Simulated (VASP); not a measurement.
# GaP (F-43m) in VASP: further runs, part 2 of 2

VASP 6.6.1.

## Step 4: Relaxation of cell and atoms, PBE, target pressure 15 GPa, at which the enthalpy is minimised

This run uses another cell than the first one, of 18.01 Å³/atom, 1.181 times its volume.

Contents of INCAR:

```
PREC     = Accurate       # precision mode
ENCUT    = 600            # plane-wave cutoff, eV
EDIFF    = 1E-6           # SCF threshold, eV
ISMEAR   = 0              # smearing method
SIGMA    = 0.02           # smearing width, eV
LREAL    = False          # projectors in reciprocal space
LASPH    = True           # aspherical terms in the spheres
NELM     = 60             # most SCF steps
ALGO     = Normal         # electronic algorithm
ISIF     = 3              # what is computed and relaxed
LWAVE    = False          # write WAVECAR
LCHARG   = False          # write CHGCAR
GGA      = PE             # functional
IBRION   = 2              # ionic algorithm
NSW      = 70             # ionic steps
EDIFFG   = -0.008         # ionic threshold
PSTRESS  = 150.0
```

Contents of KPOINTS:

```
Automatic mesh
0
Gamma
  10 10 10
```

Contents of POSCAR:

```
GaP
1.0
    0.0000000000      2.6212926949      2.6212926949
    2.6212926949      0.0000000000      2.6212926949
    2.6212926949      2.6212926949      0.0000000000
Ga P
1 1
Direct
    0.0000000000      0.0000000000      0.0000000000
    0.2500000000      0.2500000000      0.2500000000
```

Potentials or basis: VASP PAW PBE potentials, release 64 (Ga_d, P).

Started as:

```bash
> cat potpaw_PBE.64/Ga_d/POTCAR potpaw_PBE.64/P/POTCAR > POTCAR
> mpirun -np 1 vasp_std > vasp.out
```

OUTCAR:

```text
PREC = Accurate
   ENCUT = 600
   EDIFF = 1E-6
   ISMEAR = 0
   LREAL = False
   LASPH = True
   NELM = 60
   ISIF = 3
   GGA = PE
   IBRION = 2
   NSW = 70
   EDIFFG = -0.008
   PSTRESS = 150.0

 ion  position               nearest neighbor table
   1  0.000  0.000  0.000-   2 2.27   2 2.27   2 2.27   2 2.27
   2  0.250  0.250  0.250-   1 2.27   1 2.27   1 2.27   1 2.27

  LATTYP: Found a face centered cubic cell.
 ALAT       =     5.2425853898

  Lattice vectors:

 A1 = (   0.0000000000,   2.6212926949,   2.6212926949)
 A2 = (   2.6212926949,   0.0000000000,   2.6212926949)
 A3 = (   2.6212926949,   2.6212926949,   0.0000000000)

Analysis of symmetry for initial positions (statically):
=====================================================================
 Subroutine PRICEL returns:
 Original cell was already a primitive cell.

[... 267 lines left out ...]
      2      -8.9162      2.00000
      3      -8.9162      2.00000
      4      -8.7767      2.00000
      5      -8.7767      2.00000
      6      -7.5232      2.00000
      7       5.8782      2.00000
      8       5.8782      2.00000
      9       5.8782      2.00000
     10       8.6627      0.00000
     11       9.7141      0.00000
     12       9.7142      0.00000
     13       9.7142      0.00000
[... 354 lines left out ...]
  band No.  band energies     occupation
      1      -9.0579      2.00000
      2      -8.8481      2.00000
      3      -8.8445      2.00000
      4      -8.8159      2.00000
      5      -8.7529      2.00000
      6      -5.2286      2.00000
      7       0.1967      2.00000
      8       2.8681      2.00000
      9       3.2698      2.00000
     10       7.7611      0.00000
     11       8.9717      0.00000
     12      14.0086      0.00000
     13      14.3826      0.00000

 [... further k-points ...]

------------------------ aborting loop because EDIFF is reached ----------------------------------------

  FORCE on cell =-STRESS in cart. coord.  units (eV):
  Direction    XX          YY          ZZ          XY          YZ          ZX
  --------------------------------------------------------------------------------------
  -------------------------------------------------------------------------------------
  Total        3.3940249      3.3940249      3.3940249     -0.0000000      0.0000000     -0.0000000
  in kB      150.3718871    150.3718871    150.3718871     -0.0000000      0.0000000     -0.0000000
  external PRESSURE =       0.3718871 kB  Pullay stress =     150.0000000 kB
[... 21 lines left out ...]
  energy  without entropy=       -8.8979141924  energy(sigma->0) =       -8.89791419

  enthalpy is  TOTEN    =        -5.5122830735 eV   P V=        3.3856311189

 reached required accuracy - stopping structural energy minimisation
```

CONTCAR:

```text
GaP
   1.00000000000000
     0.0000000000000000    2.6246797575800684    2.6246797575800684
     2.6246797575800684   -0.0000000000000000    2.6246797575800684
     2.6246797575800684    2.6246797575800684   -0.0000000000000000
  Ga              P
     1     1
Direct
     0.0000000000000000    0.0000000000000000    0.0000000000000000
     0.2500000000000000    0.2500000000000000    0.2500000000000000

  0.00000000E+00  0.00000000E+00  0.00000000E+00
  0.00000000E+00  0.00000000E+00  0.00000000E+00
```

Wall time 1.8 min (1 thread of Intel Xeon 6975P-C, shared host); peak memory 0.19 GiB.

What came out:

```
Free energy                                            : -8.8979 eV
Relaxed volume                                         : 18.08 Å³/atom
Relaxed cell                                           : a = 3.712 Å, b = 3.712 Å, c = 3.712 Å, α = 60.00°, β = 60.00°, γ = 60.00°
Space group after relaxing (to 0.05 Å)                 : F-43m (No. 216)
Energy change on relaxing (the enthalpy is what falls) : -6.7 meV/atom
Ionic steps                                            : 3
Pressure after relaxing                                : 15.0 GPa
Band gap on the k mesh                                 : 1.39 eV, indirect (least direct gap 2.78 eV)
```

Step by step:
```csv
step,energy change (eV),largest force (eV/Å),pressure (GPa),volume (Å³)
1,0.0000,0.0000,15.51,36.02
2,-0.0278,0.0000,14.42,36.32
3,-0.0133,0.0000,15.04,36.16
```

Final structure:
```
CELL_PARAMETERS angstrom
0.00000 2.62468 2.62468
2.62468 0.00000 2.62468
2.62468 2.62468 0.00000
ATOMIC_POSITIONS crystal
Ga 0.00000 0.00000 0.00000
P 0.25000 0.25000 0.25000
```

Caveat: the cell is relaxed towards a set pressure, so the enthalpy falls and the energy may rise. A k mesh can miss the band edges.

## Step 5: The runs side by side

```tsv
cell	gap on the mesh (eV)	pressure (GPa)
relaxed to 60 GPa from a = 3.507 Å, angles 60.0°, 2 atoms	0.75	59.9
relaxed to 30 GPa from a = 3.615 Å, angles 60.0°, 2 atoms	1.14	30.0
relaxed to 15 GPa from a = 3.707 Å, angles 60.0°, 2 atoms	1.39	15.0
```

Alike in all rows: task relaxation of cell and atoms; level PBE; potentials or basis VASP PAW PBE potentials, release 64 (Ga_d, P); no spin polarisation; k mesh 10 × 10 × 10; cutoff (eV) 600; smearing gaussian 0.02 eV.

Caveats: the cell is relaxed towards a set pressure, so the enthalpy falls and the energy may rise.

Absolute energies hang on the potentials; compare differences alone.
